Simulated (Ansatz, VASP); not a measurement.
**Re in VASP and in Ansatz**

INCAR

```
SYSTEM = Re
ALGO = Normal
EDIFF = 1E-6
ENCUT = 520
GGA = CA
ISIF = 2
ISMEAR = -1
LASPH = .TRUE.
LCHARG = .FALSE.
LREAL = .FALSE.
LWAVE = .FALSE.
NBANDS = 10
NELM = 60
PREC = Accurate
SIGMA = 0.1
```

File KPOINTS:

```
k-points
0
G
  16 16 16
  0 0 0
```

POSCAR

```
Re
1.0
   -1.5746345913      1.5746345913      1.5746345913
    1.5746345913     -1.5746345913      1.5746345913
    1.5746345913      1.5746345913     -1.5746345913
Re
1
Direct
    0.0000000000      0.0000000000      0.0000000000
```

Input for Ansatz:

```yaml
crystal:
  lattice:
    - [-1.5746345913, 1.5746345913, 1.5746345913]
    - [1.5746345913, -1.5746345913, 1.5746345913]
    - [1.5746345913, 1.5746345913, -1.5746345913]
  atoms:
    - { symbol: Re, position: [0.0, 0.0, 0.0] }
hamiltonian:
  xc: lda
  pseudopotentials:
    kind: paw
    azcp:
      Re: "pseudopotentials/Re.paw.azcp"
basis:
  ecutwfc: 420
  fft_grid_basis: typed
kpoints:
  mp_grid: { grid: [16, 16, 16], shift: [0, 0, 0] }
magnetization:
  spin_polarized: false
scf:
  occupations: { method: fermi_dirac, width: 0.1 }
  lower_state_search: "off"
output:
  stress: true
```

Alike in both runs: task single point; functional LDA; k mesh 16 × 16 × 16; occupations fermi-dirac, width 0.1 eV; no spin polarisation.

|  | VASP | Ansatz |
| --- | --- | --- |
| version | VASP 6.6.1 | Ansatz 0.2.0 |
| potentials or method | VASP PAW LDA potentials, release 64 (Re), cutoff 520 eV | plane waves (420 eV) with PAW, scalar-relativistic |
| valence electrons in the cell | 7 | 15 |

|  | VASP | Ansatz | Ansatz less VASP |
| --- | --- | --- | --- |
| pressure (GPa) | -24.6 | -25.3 | -0.69 |

Ansatz warns that its potentials were made for another functional, while VASP's fit it. LDA's correlation is that of Perdew and Zunger in VASP and of Perdew and Wang (1992) in Ansatz. VASP's potentials hold 7 valence electrons a cell and Ansatz's 15, so a difference there can come from the potentials and not from the codes.

Neither program's run includes spin-orbit coupling.
